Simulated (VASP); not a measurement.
# N in VASP: notebook, part 2 of 2

VASP 6.6.1.

**3. Single point, PBE (volume scaled by 1.06)**

INCAR

```
PREC = Accurate
ENCUT = 520
EDIFF = 1E-6
ISMEAR = -1
SIGMA = 0.05
LREAL = F
LASPH = T
NELM = 100
ALGO = Normal
ISIF = 2
LWAVE = F
LCHARG = T
GGA = PE
LELF = T
LVHAR = T
NBANDS = 12
```

KPOINTS

```
Automatic mesh
0
Gamma
  12 12 11
```

POSCAR

```
N
1.0
    2.5688877806      0.0000000000      0.0000000000
   -1.2844438903      2.2247220775      0.0000000000
    0.0000000000      0.0000000000      2.4939750029
N
2
Direct
    0.3333333333      0.6666666667      0.7500000000
    0.6666666667      0.3333333333      0.2500000000
```

Potentials or basis: VASP PAW PBE potentials, release 64 (N).

On the command line:

```console
$ cat potpaw_PBE.64/N/POTCAR > POTCAR
$ mpirun -np 1 vasp_std > vasp.out
```

OUTCAR:

```text
PREC = Accurate
   ENCUT = 520
   EDIFF = 1E-6
   ISMEAR = -1
   LREAL = F
   LASPH = T
   NELM = 100
   ISIF = 2
   GGA = PE

 ion  position               nearest neighbor table
   1  0.333  0.667  0.750-
   2  0.667  0.333  0.250-

  LATTYP: Found a hexagonal cell.
 ALAT       =     2.5688877806
 C/A-ratio  =     0.9708384390

  Lattice vectors:

 A1 = (   2.5688877806,   0.0000000000,   0.0000000000)
 A2 = (  -1.2844438903,   2.2247220775,   0.0000000000)
 A3 = (   0.0000000000,   0.0000000000,   2.4939750029)

Analysis of symmetry for initial positions (statically):
=====================================================================
 Subroutine PRICEL returns:
 Original cell was already a primitive cell.

 Routine SETGRP: Setting up the symmetry group for a
 hexagonal supercell.

 Subroutine GETGRP returns: Found 24 space group operations
 (whereof 12 operations were pure point group operations)
 out of a pool of 24 trial point group operations.

[... 165 lines left out ...]

 val. band max:        6.1291062671   @ k =   0.1667   0.0833   0.2727
 cond. band min:       6.1673344978   @ k =   0.5000  -0.0000   0.4545
 fundamental gap:      0.0382282307
 Fermi energy:         6.1516996237

 k-point     1 :       0.0000    0.0000    0.0000
  band No.  band energies     occupation
      1     -15.0579      2.00000
      2      -0.0402      2.00000
      3       1.7200      2.00000
      4       3.9968      2.00000
      5       3.9968      2.00000
      6       8.8787      0.00000
      7       8.8787      0.00000
      8      11.9319      0.00000
      9      20.7790      0.00000
     10      23.7640      0.00000
     11      31.0270      0.00000
     12      31.0270      0.00000
[... 331 lines left out ...]
 k-point    24 :       0.3333   -0.0000    0.0909
  band No.  band energies     occupation
      1     -12.4730      2.00000
      2      -5.0945      2.00000
      3       1.9496      2.00000
      4       2.1445      2.00000
      5       5.1671      2.00000
      6       7.6488      0.00000
      7       9.9919      0.00000
      8      10.3915      0.00000
      9      21.1154      0.00000
     10      26.8808      0.00000
     11      32.0979      0.00000
     12      33.5852      0.00000

 [... further k-points ...]
[... 5 lines left out ...]
  --------------------------------------------------------------------------------------
  -------------------------------------------------------------------------------------
  Total        0.2781164      0.2781164     -1.0332587      0.0000000     -0.0000000      0.0000000
  in kB       31.2625369     31.2625369   -116.1466416      0.0000000     -0.0000000      0.0000000
  external PRESSURE =     -17.8738559 kB  Pullay stress =       0.0000000 kB

 VOLUME and BASIS-vectors are now :
 -----------------------------------------------------------------------------
  energy-cutoff  :      520.00
  volume of cell :       14.25
      direct lattice vectors                 reciprocal lattice vectors
     2.568887781  0.000000000  0.000000000     0.389273524  0.224747174  0.000000000
    -1.284443890  2.224722078  0.000000000     0.000000000  0.449494348  0.000000000
     0.000000000  0.000000000  2.493975003     0.000000000  0.000000000  0.400966328

 POSITION                                       TOTAL-FORCE (eV/Angst)
 -----------------------------------------------------------------------------------
     -0.00000      1.48315      1.87048        -0.000000      0.000000      0.000000
      1.28444      0.74157      0.62349         0.000000     -0.000000      0.000000
 -----------------------------------------------------------------------------------
    total drift:                                0.000000     -0.000000      0.000000

  FREE ENERGIE OF THE ION-ELECTRON SYSTEM (eV)
  ---------------------------------------------------
  free  energy   TOTEN  =        -9.4230753383 eV

  energy  without entropy=       -9.4157483610  energy(sigma->0) =       -9.41941185
```

OSZICAR:

```text
N       E                     dE             d eps       ncg     rms          rms(c)
DAV:   1     0.237169801915E+02    0.23717E+02   -0.58410E+03  2840   0.808E+02
DAV:   2    -0.859702947363E+01   -0.32314E+02   -0.30782E+02  3516   0.175E+02
DAV:   3    -0.940933810699E+01   -0.81231E+00   -0.80091E+00  3220   0.233E+01
DAV:   4    -0.941100724949E+01   -0.16691E-02   -0.16690E-02  3096   0.116E+00
DAV:   5    -0.941100901811E+01   -0.17686E-05   -0.17687E-05  3220   0.395E-02    0.198E+00
DAV:   6    -0.941752375764E+01   -0.65147E-02   -0.11547E-03  3084   0.322E-01    0.120E+00
DAV:   7    -0.942300330581E+01   -0.54795E-02   -0.36289E-03  2952   0.573E-01    0.632E-02
DAV:   8    -0.942307272742E+01   -0.69422E-04   -0.58970E-05  3252   0.746E-02    0.202E-02
DAV:   9    -0.942307513468E+01   -0.24073E-05   -0.31510E-06  3000   0.163E-02    0.194E-03
DAV:  10    -0.942307533827E+01   -0.20359E-06   -0.11542E-07  1912   0.318E-03
   1 F= -.94230753E+01 E0= -.94194118E+01  d E =-.732698E-02
```

Wall time 7.8 s (1 thread of Intel Xeon Platinum 8488C (Sapphire Rapids), shared host); peak memory 0.12 GiB.

Results:

* Free energy: -9.4231 eV
* Pressure: -1.8 GPa
* Band gap on the k mesh: zero (band 5 reaches 7.13 eV, above the bottom of band 6 at 3.51 eV)

**4. Single point, PBE (atoms moved at random)**

INCAR

```
SYSTEM = N
PREC     = Accurate       ! precision mode
ENCUT    = 520            ! plane-wave cutoff, eV
EDIFF    = 1E-6           ! SCF threshold, eV
ISMEAR   = -1             ! smearing method
SIGMA    = 0.05           ! smearing width, eV
LREAL    = .False.        ! projectors in reciprocal space
LASPH    = .True.         ! aspherical terms in the spheres
NELM     = 60             ! most SCF steps
ALGO     = Normal         ! electronic algorithm
ISIF     = 2              ! what is computed and relaxed
LWAVE    = .False.        ! write WAVECAR
LCHARG   = .False.        ! write CHGCAR
GGA      = PE             ! functional
NBANDS   = 12             ! bands
```

KPOINTS

```
regular mesh
0
Gamma
  12 12 11
  0 0 0
```

POSCAR

```
N
1.0
    2.5194737886      0.0000000000      0.0000000000
   -1.2597368943      2.1819283051      0.0000000000
    0.0000000000      0.0000000000      2.4460020000
N
2
Direct
    0.3289840000      0.6602320000      0.7360610000
    0.6716180000      0.3329040000      0.2585870000
```

On the command line:

```console
$ cat potpaw_PBE.64/N/POTCAR > POTCAR
$ mpirun -np 1 vasp_std > vasp.out
```

It took 46 s on 1 thread of Intel Xeon Platinum 8488C (Sapphire Rapids), shared host; peak memory 0.2 GiB.

Results (log left out):

- Free energy: -9.4620 eV
- Pressure: 10.6 GPa
- Largest force: 2.168 eV/Å
- Band gap on the k mesh: zero (band 5 reaches 8.12 eV, above the bottom of band 6 at 4.24 eV)

Forces on the atoms (eV/Å):
```
N   -0.125 -0.085 -2.163
N    0.125  0.085  2.163
```

Stress tensor (GPa, compression positive):
```
10.84 -2.22  0.61
-2.22 14.43  0.48
 0.61  0.48  6.65
```

Levels at points of the mesh, in eV from the Fermi level:
| k point | band 2 | band 3 | band 4 | band 5 | band 6 | band 7 | band 8 | band 9 |
| --- | --- | --- | --- | --- | --- | --- | --- | --- |
| (0.00, 0.00, 0.00) | -5.78 | -4.79 | -2.55 | -2.29 | 2.61 | 2.96 | 6.02 | 14.69 |
| (0.50, 0.00, 0.00) | -14.74 | -5.01 | -2.18 | -1.39 | 1.48 | 2.73 | 5.02 | 13.60 |
| (0.00, 0.50, 0.00) | -14.41 | -5.08 | -2.39 | -1.63 | 1.83 | 2.72 | 5.09 | 13.74 |
| (0.50, 0.50, 0.00) | -14.47 | -5.07 | -2.35 | -1.59 | 1.77 | 2.72 | 5.08 | 13.72 |

Caveat: the cell differs from its parent crystal (atoms moved at random); forces of over 1 eV/Å act on the atoms, so gaps and moduli don't describe the material at rest.

**5. Overview**

```tsv
cell	gap on the mesh (eV)	pressure (GPa)
a = 2.553, b = 2.553, c = 2.478 Å, angles 90.0, 90.0, 120.0°, 2 atoms	none	1.9
a = 2.569, b = 2.569, c = 2.494 Å, angles 90.0, 90.0, 120.0°, 2 atoms	none	-1.8
a = 2.519, b = 2.519, c = 2.446 Å, angles 90.0, 90.0, 120.0°, 2 atoms	none	10.6
```

Alike in all rows: task single point; level PBE; potentials or basis VASP PAW PBE potentials, release 64 (N); no spin polarisation; k mesh 12 × 12 × 11; cutoff (eV) 520; smearing fermi-dirac 0.05 eV.

Caveats: forces of over 1 eV/Å act on the atoms, so gaps and moduli don't describe the material at rest (some runs).

Absolute energies hang on the potentials; compare differences alone.
